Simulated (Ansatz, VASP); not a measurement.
# AlNi in VASP and in Ansatz

File INCAR:

```
SYSTEM = AlNi
PREC = Accurate
ENCUT = 600
EDIFF = 1E-6
ISMEAR = 0
SIGMA = 0.1
LREAL = .FALSE.
LASPH = .TRUE.
NELM = 60
ALGO = Fast
ISIF = 3
LWAVE = .FALSE.
LCHARG = .FALSE.
GGA = PE
IBRION = 2
NSW = 80
EDIFFG = -0.015
```

KPOINTS

```
Automatic mesh
0
G
  12 12 8
  0 0 0
```

File POSCAR:

```
AlNi
1.0
    0.0000000000     -2.8930919343      2.8930919343
   -2.8930919343      2.8930919343      0.0000000000
   -2.8930919343     -2.8930919343     -2.8930919343
Al Ni
3 3
Direct
    0.6666666667      0.3333333333      0.1666666667
    0.3333333333      0.6666666667      0.8333333333
    0.0000000000      0.0000000000      0.5000000000
    0.0000000000      0.0000000000      0.0000000000
    0.6666666667      0.3333333333      0.6666666667
    0.3333333333      0.6666666667      0.3333333333
```

Input for Ansatz:

```yaml
crystal:
  lattice:
    - [0.0, -2.8930919343, 2.8930919343]
    - [-2.8930919343, 2.8930919343, 0.0]
    - [-2.8930919343, -2.8930919343, -2.8930919343]
  atoms:
    - { symbol: Al, position: [0.6666666667, 0.3333333333, 0.1666666667] }
    - { symbol: Al, position: [0.3333333333, 0.6666666667, 0.8333333333] }
    - { symbol: Al, position: [0.0, 0.0, 0.5] }
    - { symbol: Ni, position: [0.0, 0.0, 0.0] }
    - { symbol: Ni, position: [0.6666666667, 0.3333333333, 0.6666666667] }
    - { symbol: Ni, position: [0.3333333333, 0.6666666667, 0.3333333333] }
basis:
  ecutwfc: 420
kpoints:
  mp_grid: { grid: [12, 12, 8] }
hamiltonian:
  xc: pbe
scf:
  occupations: { method: gaussian, width: 0.1 }
output:
  forces: true
  stress: true
  eigenvalues: true
relax:
  adjacent_minimum: "off"
  f_tol: 0.015
  max_steps: 60
  cell: { stress_tol: 0.15 }
```

Alike in both runs: task relaxation of cell and atoms; functional PBE; k mesh 12 × 12 × 8; occupations gaussian, width 0.1 eV; no spin polarisation.

```csv
,VASP,Ansatz
version,VASP 6.6.1,Ansatz 0.2.0
potentials or method,"VASP PAW PBE potentials, release 64 (Al, Ni), cutoff 600 eV","scalar-relativistic, plane waves, PAW"
valence electrons in the cell,39,63
```

|  | VASP | Ansatz | Ansatz less VASP |
| --- | --- | --- | --- |
| gap on the k mesh at the Fermi level, each at its own relaxed structure (eV) | none | none | - |
| relaxed volume (Å³/atom) | 12.11 | 12.11 | 0.000 |
| relaxed length of the cell vector where the two differ most in proportion (Å) | 4.091 | 4.091 | 0.0000 |

A gap of «none» marks a metal or a gap that the smearing closes. VASP's potentials hold 39 valence electrons a cell and Ansatz's 63, so a difference there can come from the potentials and not from the codes.

Noted on VASP's run: the relaxation stopped at its first step, so nothing moved.
